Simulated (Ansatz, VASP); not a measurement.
## Al: VASP beside Ansatz

```
CELL_PARAMETERS angstrom
3.23605 0.00000 0.00000
0.00000 3.23605 0.00000
0.00000 0.00000 3.23605
ATOMIC_POSITIONS crystal
Al 0.00000 0.00000 0.00000
Al 0.50000 0.50000 0.50000
```

Alike in both runs: task single point; functional PBE; k mesh 11 × 11 × 11; occupations fermi-dirac, width 0.1 eV; no spin polarisation.

|  | VASP | Ansatz |
| --- | --- | --- |
| version | VASP 6.6.1 | Ansatz 0.2.0 |
| potentials or method | VASP PAW PBE potentials, release 64 (Al), cutoff 520 eV | all-electron LAPW, scalar-relativistic |

|  | VASP | Ansatz | Ansatz less VASP |
| --- | --- | --- | --- |
| pressure (GPa) | 0.0 | 0.0 | +0.03 |

Ansatz ran all-electron here, and VASP with PAW potentials.
